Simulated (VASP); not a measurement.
Here is a VASP 6.6.1 calculation.

Contents of INCAR:

```
SYSTEM = HgPt
PREC = Accurate ; ENCUT = 520
EDIFF = 1E-6 ; ISMEAR = -1
SIGMA = 0.03 ; LREAL = .FALSE.
LASPH = .TRUE. ; NELM = 60
ALGO = Normal ; ISIF = 2
LWAVE = .FALSE. ; LCHARG = .FALSE.
NBANDS = 18
```

KPOINTS

```
Automatic mesh
0
G
  12 12 10
  0 0 0
```

File POSCAR:

```
HgPt
1.0
    3.0304200000      0.0000000000      0.0000000000
    0.0000000000      3.0304200000      0.0000000000
    0.0000000000      0.0000000000      3.8250000000
Hg Pt
1 1
Direct
    0.0000000000      0.0000000000      0.0000000000
    0.5000000000      0.5000000000      0.5000000000
```

Potentials or basis: VASP PAW LDA potentials, release 64 (Hg, Pt).

The run is started by

```bash
$ cat potpaw_LDA.64/Hg/POTCAR potpaw_LDA.64/Pt/POTCAR > POTCAR
$ mpirun -np 1 vasp_std > vasp.out
```

Q: What does it give for the band gap on the k mesh?

A: Zero (bands 11 and 12 overlap by 3.42 eV).

Q: Estimate the pressure.

A: -6.5 GPa.

Stress tensor (GPa, compression positive):
```
-7.02  0.00  0.00
 0.00 -7.02  0.00
 0.00  0.00 -5.57
```

Caveat: the cell differs from its parent crystal (equal xx and yy strain of +2 %); the cell stands under tension; spin-orbit coupling is left out, which moves the levels of the heavy elements.
